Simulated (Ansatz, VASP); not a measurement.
Al2Cu in VASP and in Ansatz

File INCAR:

```
SYSTEM = Al2Cu
PREC     = Accurate       ! precision mode
ENCUT    = 520            ! plane-wave cutoff, eV
EDIFF    = 1E-7           ! SCF threshold, eV
ISMEAR   = 0              ! smearing method
SIGMA    = 0.15           ! smearing width, eV
LREAL    = .FALSE.        ! projectors in reciprocal space
LASPH    = .TRUE.         ! aspherical terms in the spheres
NELM     = 60             ! most SCF steps
ALGO     = Fast           ! electronic algorithm
ISIF     = 2              ! what is computed and relaxed
LWAVE    = .FALSE.        ! write WAVECAR
LCHARG   = .TRUE.         ! write CHGCAR
GGA      = PS             ! functional
LELF     = .TRUE.         ! ELF
LVHAR    = .TRUE.       
NBANDS   = 26             ! bands
```

KPOINTS

```
regular mesh
0
G
  10 10 10
  0 0 0
```

Contents of POSCAR:

```
Al2Cu
1.0
   -2.9965086402      2.9965086402      2.3896500000
    2.9965086402     -2.9965086402      2.3896500000
    2.9965086402      2.9965086402     -2.3896500000
Al Cu
4 2
Direct
    0.1593210787      0.6593210787      0.8186421574
    0.6593210787      0.8406789213      0.5000000000
    0.8406789213      0.3406789213      0.1813578426
    0.3406789213      0.1593210787      0.5000000000
    0.7500000000      0.7500000000      0.0000000000
    0.2500000000      0.2500000000      0.0000000000
```

Input for Ansatz:

```yaml
crystal:
  lattice:
    - [-2.9965086402, 2.9965086402, 2.38965]
    - [2.9965086402, -2.9965086402, 2.38965]
    - [2.9965086402, 2.9965086402, -2.38965]
  atoms:
    - { symbol: Al, position: [0.1593210787, 0.6593210787, 0.8186421574] }
    - { symbol: Al, position: [0.6593210787, 0.8406789213, 0.5] }
    - { symbol: Al, position: [0.8406789213, 0.3406789213, 0.1813578426] }
    - { symbol: Al, position: [0.3406789213, 0.1593210787, 0.5] }
    - { symbol: Cu, position: [0.75, 0.75, 0.0] }
    - { symbol: Cu, position: [0.25, 0.25, 0.0] }
basis:
  ecutwfc: 520.0
kpoints:
  mp_grid: { grid: [10, 10, 10] }
hamiltonian:
  xc: pbesol
  pseudopotentials: { kind: paw, azcp: { folder: soft_1 } }
scf:
  occupations: { method: gaussian, width: 0.15 }
output:
  forces: true
  stress: true
  eigenvalues: true
```

Alike in both runs: task single point; functional PBEsol; k mesh 10 × 10 × 10; occupations gaussian, width 0.15 eV; no spin polarisation.

|  | VASP | Ansatz |
| --- | --- | --- |
| version | VASP 6.6.1 | Ansatz 0.2.0 |
| potentials or method | VASP PAW PBE potentials, release 64 (Al, Cu), cutoff 520 eV | scalar-relativistic, plane waves, PAW |
| valence electrons in the cell | 34 | 50 |

Ansatz gave:

* gap on the k mesh at the Fermi level (eV): none
* pressure (GPa): 1.2
* traceless stress, the component that is largest in VASP (GPa): 0.92
* rms of the force components (eV/Å): 0.018

**Question.** Which values does VASP return?

**Answer.** gap on the k mesh at the Fermi level (eV): none; pressure (GPa): 1.4; traceless stress, the component that is largest in VASP (GPa): 0.95; rms of the force components (eV/Å): 0.019.

VASP's potentials were made for PBE, not for PBEsol, and Ansatz warns of the same on its side. Atom by atom the forces differ by 0.001 eV/Å (rms over components). A gap of «none» marks a metal or a gap that the smearing closes. The functional is the same, so the differences come from potentials, cutoffs and numerics. VASP's potentials hold 34 valence electrons a cell and Ansatz's 50, so a difference there can come from the potentials and not from the codes.
